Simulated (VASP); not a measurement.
# CuO (CsCl type) in VASP: further runs

Runs on CuO (CsCl type). Level: PBE. Tasks: single point.

Everything below comes from runs of VASP 6.6.1. Logs are shortened: lines on timing, memory, paths and dates and some standing lists are left out, and cuts for length are marked.

## Step 1: The cell of the first run

Symmetry: Pm-3m, No. 221, cubic system. Conventional cell: a = 2.637 Å, b = 2.637 Å, c = 2.637 Å, α = 90.00°, β = 90.00°, γ = 90.00°. Within 3.0 Å of Cu (site symmetry m-3m) lie 8 O at 2.28 Å and 6 Cu at 2.64 Å. O (site symmetry m-3m) has 8 Cu at 2.28 Å and 6 O at 2.64 Å within 3.0 Å.

## Step 2: Single point, PBE

File INCAR:

```
SYSTEM = CuO
PREC = Accurate
ENCUT = 520
EDIFF = 1E-7
ISMEAR = -1
SIGMA = 0.08
LREAL = .FALSE.
LASPH = .TRUE.
NELM = 80
ALGO = Normal
ISIF = 2
LWAVE = .FALSE.
LCHARG = .TRUE.
GGA = PE
LELF = .TRUE.
LVHAR = .TRUE.
NBANDS = 16
```

File KPOINTS:

```
regular mesh
0
G
  12 12 12
  0 0 0
```

File POSCAR:

```
CuO
1.0
    2.6368332336      0.0000000000      0.0000000000
    0.0000000000      2.6368332336      0.0000000000
    0.0000000000      0.0000000000      2.6368332336
Cu O
1 1
Direct
    0.0000000000      0.0000000000      0.0000000000
    0.5000000000      0.5000000000      0.5000000000
```

Potentials or basis: VASP PAW PBE potentials, release 64 (Cu, O).

The run is started by

```
$ cat potpaw_PBE.64/Cu/POTCAR potpaw_PBE.64/O/POTCAR > POTCAR
$ mpirun -np 1 vasp_std > vasp.out
```

OUTCAR:

```text
SYSTEM = CuO
   PREC = Accurate
   ENCUT = 520
   EDIFF = 1E-7
   ISMEAR = -1
   LREAL = .FALSE.
   LASPH = .TRUE.
   NELM = 80
   ISIF = 2
   GGA = PE

 ion  position               nearest neighbor table
   1  0.000  0.000  0.000-   2 2.28   2 2.28   2 2.28   2 2.28   2 2.28   2 2.28   2 2.28   2 2.28

   2  0.500  0.500  0.500-   1 2.28   1 2.28   1 2.28   1 2.28   1 2.28   1 2.28   1 2.28   1 2.28

  LATTYP: Found a simple cubic cell.
 ALAT       =     2.6368332336

  Lattice vectors:

 A1 = (   2.6368332336,   0.0000000000,   0.0000000000)
 A2 = (   0.0000000000,   2.6368332336,   0.0000000000)
 A3 = (   0.0000000000,   0.0000000000,   2.6368332336)

Analysis of symmetry for initial positions (statically):
=====================================================================
 Subroutine PRICEL returns:
 Original cell was already a primitive cell.

 Routine SETGRP: Setting up the symmetry group for a
 simple cubic supercell.

 Subroutine GETGRP returns: Found 48 space group operations
 (whereof 48 operations were pure point group operations)
 out of a pool of 48 trial point group operations.

The static configuration has the point symmetry O_h .

Analysis of symmetry for dynamics (positions and initial velocities):
=====================================================================
 Subroutine PRICEL returns:
 Original cell was already a primitive cell.

 Routine SETGRP: Setting up the symmetry group for a
 simple cubic supercell.

 Subroutine GETGRP returns: Found 48 space group operations
 (whereof 48 operations were pure point group operations)
 out of a pool of 48 trial point group operations.

The dynamic configuration has the point symmetry O_h .

 Subroutine INISYM returns: Found 48 space group operations
 (whereof 48 operations are pure point group operations),
 and found     1 'primitive' translations

----------------------------------------------------------------------------------------

                                     Primitive cell

  volume of cell :      18.3336

  direct lattice vectors                    reciprocal lattice vectors
     2.636833234  0.000000000  0.000000000     0.379242793  0.000000000  0.000000000
     0.000000000  2.636833234  0.000000000     0.000000000  0.379242793  0.000000000
     0.000000000  0.000000000  2.636833234     0.000000000  0.000000000  0.379242793

  length of vectors
     2.636833234  2.636833234  2.636833234     0.379242793  0.379242793  0.379242793

  position of ions in fractional coordinates (direct lattice)
     0.000000000  0.000000000  0.000000000
     0.500000000  0.500000000  0.500000000

  ion indices of the primitive-cell ions
   primitive index   ion index
                 1           1
                 2           2

----------------------------------------------------------------------------------------

 KPOINTS: regular mesh

Automatic generation of k-mesh.
 Grid dimensions read from file:
 generate k-points for:   12   12   12

 Generating k-lattice:

  Cartesian coordinates                     Fractional coordinates (reciprocal lattice)
     0.031603566  0.000000000  0.000000000     0.083333333  0.000000000  0.000000000
     0.000000000  0.031603566  0.000000000     0.000000000  0.083333333  0.000000000
     0.000000000  0.000000000  0.031603566     0.000000000  0.000000000  0.083333333

  Length of vectors
     0.031603566  0.031603566  0.031603566

  Shift w.r.t. Gamma in fractional coordinates (k-lattice)
     0.000000000  0.000000000  0.000000000

 Subroutine IBZKPT returns following result:
 ===========================================

 Found     84 irreducible k-points:

 Following reciprocal coordinates:
            Coordinates               Weight
  0.000000  0.000000  0.000000      1.000000
  0.083333  0.000000  0.000000      6.000000
  0.166667  0.000000  0.000000      6.000000
  0.250000  0.000000  0.000000      6.000000
  0.333333  0.000000  0.000000      6.000000
  0.416667  0.000000  0.000000      6.000000
[... 16 lines left out ...]
  0.333333  0.333333  0.000000     12.000000
  0.416667  0.333333  0.000000     24.000000
 [... further k-points ...]
   k-points           NKPTS =     84   k-points in BZ     NKDIM =     84   number of bands    NBANDS=     16
   number of dos      NEDOS =    301   number of ions     NIONS =      2
   total plane-waves  NPLWV =   8000
   dimension x,y,z NGX =    20 NGY =   20 NGZ =   20
   dimension x,y,z NGXF=    40 NGYF=   40 NGZF=   40
   ions per type =               1   1
   NGX,Y,Z   is equivalent  to a cutoff of  12.61, 12.61, 12.61 a.u.
   NGXF,Y,Z  is equivalent  to a cutoff of  25.22, 25.22, 25.22 a.u.
 SYSTEM =  CuO
   PREC   = accura    normal or accurate (medium, high low for compatibility)
   ISTART =      0    job   : 0-new  1-cont  2-samecut
   ICHARG =      2    charge: 1-file 2-atom 10-const
   ISPIN  =      1    spin polarized calculation?
   LNONCOLLINEAR =      F non collinear calculations
   LSORBIT =      F    spin-orbit coupling
   LASPH  =      T    aspherical Exc in radial PAW
   ENCUT  =  520.0 eV  38.22 Ry    6.18 a.u.   4.90  4.90  4.90*2*pi/ulx,y,z
   NELM   =     80;   NELMIN=  2; NELMDL= -5     # of ELM steps
   EDIFF  = 0.1E-06   stopping-criterion for ELM
   LREAL  =      F    real-space projection
   EDIFFG = 0.1E-05   stopping-criterion for IOM
   NSW    =      0    number of steps for IOM
   IBRION =     -1    ionic relax: 0-MD 1-quasi-New 2-CG
   NFREE  =      0    steps in history (QN), initial steepest desc. (CG)
   ISIF   =      2    stress and relaxation
   ISYM   =      2    0-nonsym 1-usesym 2-fastsym
   POTIM  = 0.5000    time-step for ionic-motion
   TEBEG  =    0.0;   TEEND  =   0.0 temperature during run
   PSTRESS=    0.0 pullay stress
   NELECT =      17.0000    total number of electrons
   NUPDOWN=      -1.0000    fix difference up-down
   EMIN   =  10.00;   EMAX   =-10.00  energy-range for DOS
   EFERMI =   0.00;   METHOD = LEGACY
   ISMEAR =    -1;   SIGMA  =   0.08  broadening in eV -4-tet -1-fermi 0-gaus
   EFERMI_NEDOS =   21; number of points for ismear=-14 and -15
   IALGO  =     38    algorithm
   IMIX   =      4    mixing-type and parameters
     AMIX     =   0.40;   BMIX     =  1.00
     AMIX_MAG =   1.60;   BMIX_MAG =  1.00
  volume/ion in A,a.u.               =       9.17        61.86
  Fermi-wavevector in a.u.,A,eV,Ry     =   1.596400  3.016759 34.674366  2.548494
  Thomas-Fermi vector in A             =   2.694169
   LORBIT       =      0    0 simple, 1 ext, 2 COOP (PROOUT), +10 PAW based schemes
   GGA     = PE    functional components
   LHFCALC =     F    Hartree Fock is set to
   AEXX    =    0.0000 exact exchange contribution
   IVDW    =     0    specifies the selected vdW correction
   LEPSILON=     F    determine dielectric tensor
   LRPA    =     F    only Hartree local field effects (RPA)
 non-spin polarized calculation
  energy-cutoff  :      520.00
  volume of cell :       18.33
 maximum number of plane-waves:       512
 NGX is ok and might be reduce to    20
   NGX =  9   NGY =  9   NGZ =  9

 number of electron      17.0000032 magnetization

 Free energy of the ion-electron system (eV)
  ---------------------------------------------------
  ext. energy  EPLUGINS =         0.00000000
  ---------------------------------------------------
  free energy    TOTEN  =        -8.64044424 eV

  energy without entropy =       -8.57802238  energy(sigma->0) =       -8.60923331

 E-fermi :   6.3022     XC(G=0): -12.7630

 val. band max:        6.2947086923   @ k =   0.4167   0.0833   0.0000
 cond. band min:       6.3089920375   @ k =   0.3333   0.1667   0.0833
 fundamental gap:      0.0142833453
 Fermi energy:         6.3021978604

 k-point     1 :       0.0000    0.0000    0.0000
  band No.  band energies     occupation
      1     -12.9255      2.00000
      2       3.0981      2.00000
      3       3.0981      2.00000
      4       4.5044      2.00000
      5       4.5044      2.00000
      6       4.5044      2.00000
[... 8 lines left out ...]
     15      25.9108      0.00000
     16      39.0682      0.00000

 k-point     2 :       0.0833    0.0000    0.0000
  band No.  band energies     occupation
      1     -12.8571      2.00000
      2       2.8871      2.00000
      3       3.1149      2.00000
      4       4.1531      2.00000
      5       4.1623      2.00000
      6       4.1623      2.00000
[... 8 lines left out ...]
     15      26.5195      0.00000
     16      36.9119      0.00000

 k-point     3 :       0.1667    0.0000    0.0000
  band No.  band energies     occupation
      1     -12.6638      2.00000
      2       1.9670      2.00000
      3       3.1609      2.00000
      4       3.7737      2.00000
      5       3.7737      2.00000
      6       4.0867      2.00000
[... 8 lines left out ...]
     15      27.9868      0.00000
     16      34.2688      0.00000

 k-point     4 :       0.2500    0.0000    0.0000
  band No.  band energies     occupation
      1     -12.3799      2.00000
      2       0.7620      2.00000
      3       3.2244      2.00000
      4       3.4466      2.00000
      5       3.4466      2.00000
      6       4.3880      2.00000
[... 8 lines left out ...]
     15      29.9863      0.00000
     16      31.9462      0.00000
[... 324 lines left out ...]
 k-point    22 :       0.5000    0.2500    0.0000
  band No.  band energies     occupation
      1     -11.3816      2.00000
      2      -0.3499      2.00000
      3       2.1748      2.00000
      4       3.4806      2.00000
      5       3.5929      2.00000
      6       4.5392      2.00000
[... 8 lines left out ...]
     15      32.4509      0.00000
     16      32.6793      0.00000

 k-point    23 :       0.3333    0.3333    0.0000
  band No.  band energies     occupation
      1     -11.4383      2.00000
      2       0.6024      2.00000
      3       1.4949      2.00000
      4       3.6797      2.00000
      5       3.6884      2.00000
      6       4.4083      2.00000
[... 8 lines left out ...]
     15      31.6177      0.00000
     16      31.8285      0.00000

 k-point    24 :       0.4167    0.3333    0.0000
  band No.  band energies     occupation
      1     -11.2636      2.00000
      2       0.4033      2.00000
      3       1.5495      2.00000
      4       3.6329      2.00000
      5       3.7837      2.00000
      6       4.3994      2.00000
[... 8 lines left out ...]
     15      31.6680      0.00000
     16      32.4373      0.00000

 [... further k-points ...]

------------------------ aborting loop because EDIFF is reached ----------------------------------------

  FORCE on cell =-STRESS in cart. coord.  units (eV):
  Direction    XX          YY          ZZ          XY          YZ          ZX
  --------------------------------------------------------------------------------------
  -------------------------------------------------------------------------------------
  Total        0.0114124      0.0114124      0.0114124     -0.0000000      0.0000000     -0.0000000
  in kB        0.9973324      0.9973324      0.9973324     -0.0000000      0.0000000     -0.0000000
  external PRESSURE =       0.9973324 kB  Pullay stress =       0.0000000 kB

 VOLUME and BASIS-vectors are now :
 -----------------------------------------------------------------------------
  energy-cutoff  :      520.00
  volume of cell :       18.33
      direct lattice vectors                 reciprocal lattice vectors
     2.636833234  0.000000000  0.000000000     0.379242793  0.000000000  0.000000000
     0.000000000  2.636833234  0.000000000     0.000000000  0.379242793  0.000000000
     0.000000000  0.000000000  2.636833234     0.000000000  0.000000000  0.379242793

 POSITION                                       TOTAL-FORCE (eV/Angst)
 -----------------------------------------------------------------------------------
      0.00000      0.00000      0.00000         0.000000      0.000000      0.000000
      1.31842      1.31842      1.31842         0.000000      0.000000      0.000000
 -----------------------------------------------------------------------------------
    total drift:                                0.000000      0.000000      0.000000

  FREE ENERGIE OF THE ION-ELECTRON SYSTEM (eV)
  ---------------------------------------------------
  free  energy   TOTEN  =        -8.6404442432 eV

  energy  without entropy=       -8.5780223807  energy(sigma->0) =       -8.60923331
```

Run time: 9.4 s. Hardware: 1 thread of Intel Xeon 6975P-C (Granite Rapids), shared host; peak memory 0.14 GiB.

What came out:

* Free energy: -8.6404 eV
* Pressure: 0.1 GPa
* Band gap on the k mesh: zero (an odd number of electrons rules out a gap without spin polarisation)

Levels at points of the mesh, in eV from the Fermi level:
```
           k point  band 7  band 8  band 9  band 10  band 11  band 12
(0.00, 0.00, 0.00)   -1.57   -1.57   -1.57     0.72    15.70    15.70
(0.50, 0.00, 0.00)   -1.11    0.40    0.40     6.43     7.85    17.58
(0.50, 0.50, 0.00)   -2.00   -1.14   -0.87     5.20    11.32    11.32
(0.50, 0.50, 0.50)    0.30    0.30    0.30     7.03     7.03     7.03
```

Caveat: an odd number of electrons without spin polarisation forces a metal; a magnetic or distorted state may lie lower; semilocal functionals often make such compounds metallic where correlation or magnetic order opens a gap, which also shifts bond lengths. With open d or f shells a metallic result of PBE can be an artefact of self-interaction; +U or a hybrid may open a gap.

## Step 3: Single point, PBE (z stretched by -3 % at fixed volume)

File INCAR:

```
ALGO = Normal ; EDIFF = 1E-6
ENCUT = 520 ; GGA = PE
ISIF = 2 ; ISMEAR = -1
LASPH = T ; LCHARG = F
LREAL = F ; LWAVE = F
NBANDS = 16 ; NELM = 100
PREC = Accurate ; SIGMA = 0.08
```

File KPOINTS:

```
k-points
0
Gamma
  12 12 12
```

File POSCAR:

```
CuO
1.0
    2.6772985118      0.0000000000      0.0000000000
    0.0000000000      2.6772985118      0.0000000000
    0.0000000000      0.0000000000      2.5577282366
Cu O
1 1
Direct
    0.0000000000      0.0000000000      0.0000000000
    0.5000000000      0.5000000000      0.5000000000
```

Potentials or basis: VASP PAW PBE potentials, release 64 (Cu, O).

The run is started by

```
$ cat potpaw_PBE.64/Cu/POTCAR potpaw_PBE.64/O/POTCAR > POTCAR
$ mpirun -np 1 vasp_std > vasp.out
```

Wall time 19 s (1 thread of Intel Xeon 6975P-C (Granite Rapids), shared host); peak memory 0.17 GiB.

It converged, with:

```yaml
Free_energy: -8.6199 eV
Pressure: 0.3 GPa
Band_gap_on_the_k_mesh: zero (an odd number of electrons rules out a gap without spin polarisation)
```

Stress tensor (GPa, compression positive):
```
-3.60  0.00  0.00
 0.00 -3.60  0.00
 0.00  0.00  8.13
```

Levels at points of the mesh, in eV from the Fermi level:
| k point | band 5 | band 6 | band 7 | band 8 | band 9 | band 10 | band 11 | band 12 | band 13 | band 14 |
| --- | --- | --- | --- | --- | --- | --- | --- | --- | --- | --- |
| (0.00, 0.00, 0.00) | -2.00 | -1.61 | -1.53 | -1.53 | -1.41 | 0.71 | 15.20 | 16.26 | 19.11 | 19.11 |
| (0.50, 0.00, 0.00) | -3.01 | -1.48 | -1.19 | 0.40 | 0.45 | 6.53 | 7.69 | 16.79 | 17.79 | 18.85 |
| (0.50, 0.50, 0.00) | -1.96 | -1.90 | -1.90 | -1.20 | -0.63 | 4.75 | 11.39 | 11.39 | 17.62 | 25.48 |
| (0.00, 0.00, 0.50) | -2.84 | -1.53 | -0.95 | 0.35 | 0.35 | 6.14 | 8.10 | 17.35 | 17.38 | 17.38 |
| (0.50, 0.00, 0.50) | -2.15 | -2.11 | -1.99 | -1.11 | -0.98 | 5.45 | 10.90 | 11.61 | 16.86 | 23.93 |
| (0.50, 0.50, 0.50) | -1.16 | -1.06 | 0.22 | 0.32 | 0.32 | 6.83 | 7.16 | 7.16 | 12.99 | 21.59 |

Caveat: the stress differs along the axes, from -4 to 8 GPa; an odd number of electrons without spin polarisation forces a metal; a magnetic or distorted state may lie lower; semilocal functionals often make such compounds metallic where correlation or magnetic order opens a gap, which also shifts bond lengths.

## Step 4: Single point, PBE (xy shear strain of -3 %)

File INCAR:

```
SYSTEM = CuO
PREC = Accurate
ENCUT = 520
EDIFF = 1E-6
ISMEAR = -1
SIGMA = 0.08
LREAL = .FALSE.
LASPH = .TRUE.
NELM = 60
ALGO = Normal
ISIF = 2
LWAVE = .FALSE.
LCHARG = .FALSE.
GGA = PE
NBANDS = 16
```

File KPOINTS:

```
regular mesh
0
G
  12 12 12
  0 0 0
```

File POSCAR:

```
CuO
1.0
    2.6368332336     -0.0395524985      0.0000000000
   -0.0395524985      2.6368332336      0.0000000000
    0.0000000000      0.0000000000      2.6368332336
Cu O
1 1
Direct
    0.0000000000      0.0000000000      0.0000000000
    0.5000000000      0.5000000000      0.5000000000
```

The run is started by

```
$ cat potpaw_PBE.64/Cu/POTCAR potpaw_PBE.64/O/POTCAR > POTCAR
$ mpirun -np 1 vasp_std > vasp.out
```

Run time: 28 s. Hardware: 1 thread of Intel Xeon 6975P-C (Granite Rapids), shared host; peak memory 0.19 GiB.

It converged, with:

| Property | Result |
| --- | --- |
| Free energy | -8.6445 eV |
| Pressure | 0.2 GPa |
| Band gap on the k mesh | zero (an odd number of electrons rules out a gap without spin polarisation) |

Stress tensor (GPa, compression positive):
```
 0.20 -2.35  0.00
-2.35  0.20  0.00
 0.00  0.00  0.05
```

Levels at points of the mesh, in eV from the Fermi level:
```csv
k point,band 7,band 8,band 9,band 10,band 11,band 12
"(0.00, 0.00, 0.00)",-1.60,-1.57,-1.54,0.73,15.70,15.71
"(0.50, 0.00, 0.00)",-1.11,0.40,0.41,6.42,7.86,17.23
"(0.50, 0.50, 0.00)",-1.99,-1.15,-0.87,5.21,11.07,11.58
"(0.00, 0.00, 0.50)",-1.11,0.30,0.50,6.44,7.85,17.60
"(0.50, 0.00, 0.50)",-1.99,-1.14,-0.87,5.20,11.31,11.33
"(0.50, 0.50, 0.50)",0.24,0.30,0.36,6.76,7.04,7.32
```

Caveat: the cell differs from its parent crystal (xy shear strain of -3 %); an odd number of electrons without spin polarisation forces a metal; a magnetic or distorted state may lie lower; semilocal functionals often make such compounds metallic where correlation or magnetic order opens a gap, which also shifts bond lengths.

## Step 5: Summary

| cell | gap on the mesh (eV) | pressure (GPa) |
| --- | --- | --- |
| a = 2.637 Å, 2 atoms | none | 0.1 |
| a = 2.677, b = 2.677, c = 2.558 Å, 2 atoms | none | 0.3 |
| a = 2.637 Å, angles 90.0, 90.0, 91.7°, 2 atoms | none | 0.2 |

Alike in all rows: task single point; level PBE; potentials or basis VASP PAW PBE potentials, release 64 (Cu, O); no spin polarisation; k mesh 12 × 12 × 12; cutoff (eV) 520; smearing fermi-dirac 0.08 eV.

Caveats: an odd number of electrons without spin polarisation forces a metal; a magnetic or distorted state may lie lower; semilocal functionals often make such compounds metallic where correlation or magnetic order opens a gap, which also shifts bond lengths; the stress differs along the axes, from -4 to 8 GPa (at least some runs).

Total energies depend on the potentials used, so only differences within one code and one set of settings carry meaning.
